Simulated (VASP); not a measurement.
Crystal: MnS.

```
Mn S
1.0
     0.00000    2.55133    2.55133
     2.55133    0.00000    2.55133
     2.55133    2.55133    0.00000
Mn S
1 1
Direct
  0.00000 0.00000 0.00000
  0.50000 0.50000 0.50000
```

Base run:

| Property | Result |
| --- | --- |
| Program | VASP 6.6.1 |
| Functional | r2SCAN |
| Dispersion | D4 |
| Potentials or basis | VASP PAW PBE potentials, release 64 (Mn_pv, S) |
| Cutoff | 520 eV |
| k mesh | 9 × 9 × 9 |
| Occupations | fermi-dirac, width 0.05 eV |
| Spin | collinear spin, ferromagnetic start |
| Starting moments | [4.0, 0.0] μB |

Its results: pressure 3.8 GPa; net moment 4.88 μB per cell; site moments Mn +4.42; S +0.13 μB.

The run is repeated on the same cell with these changes: functional from r2SCAN to PBEsol; dispersion from D4 to none. What comes out?

Pressure -4.7 GPa; net moment 4.50 μB per cell; site moments Mn +4.09; S +0.09 μB.

Several settings changed at once.

Caveats: the PAW data sets were made with another functional, which shifts forces and pressure a little; a cell with one magnetic atom can't hold antiferromagnetic order, which such compounds often take; the cell stands under pressure (at least some runs); the cell stands under tension (at least some runs).
